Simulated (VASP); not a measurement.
Na, 4 atoms in the cell. The structure is hexagonal, space group P6_3/mmc (No. 194). The conventional cell has a = 3.717 Å, b = 3.717 Å, c = 12.029 Å, α = 90.00°, β = 90.00°, γ = 120.00°. Na (site symmetry -3m) has 12 Na at 3.69 to 3.72 Å within 4.9 Å. Within 4.9 Å of Na (site symmetry -6m2) lie 12 Na at 3.69 to 3.72 Å. 

* Program: VASP 6.6.1
* Task: relaxation of cell and atoms
* Functional: PBE
* Potentials or basis: VASP PAW PBE potentials, release 64 (Na_pv)
* Cutoff: 600 eV
* k mesh: 12 × 12 × 4
* Occupations: gaussian, width 0.1 eV
* Spin: no spin polarisation
* Target pressure: 3 GPa
* Dipole correction: no
* Further INCAR settings: ALGO = Fast; EDIFF = 1e-06; IBRION = 2; EDIFFG = -0.008; NSW = 70; ISIF = 3

Potentials or basis: VASP PAW PBE potentials, release 64 (Na_pv).

Run with:

```console
$ cat potpaw_PBE.64/Na_pv/POTCAR > POTCAR
$ mpirun -np 1 vasp_std > vasp.out
```

Hardware: 1 thread of Intel(R) Xeon(R) Platinum 8488C (Sapphire Rapids) (shared host).

**Question.** Estimate the wall time of this run.

**Answer.** Run time: 11 min on 1 thread of Intel(R) Xeon(R) Platinum 8488C (Sapphire Rapids), with other jobs on the host, peak memory 0.36 GiB. Counts: scf iterations 60, k points 57, ion steps 8.
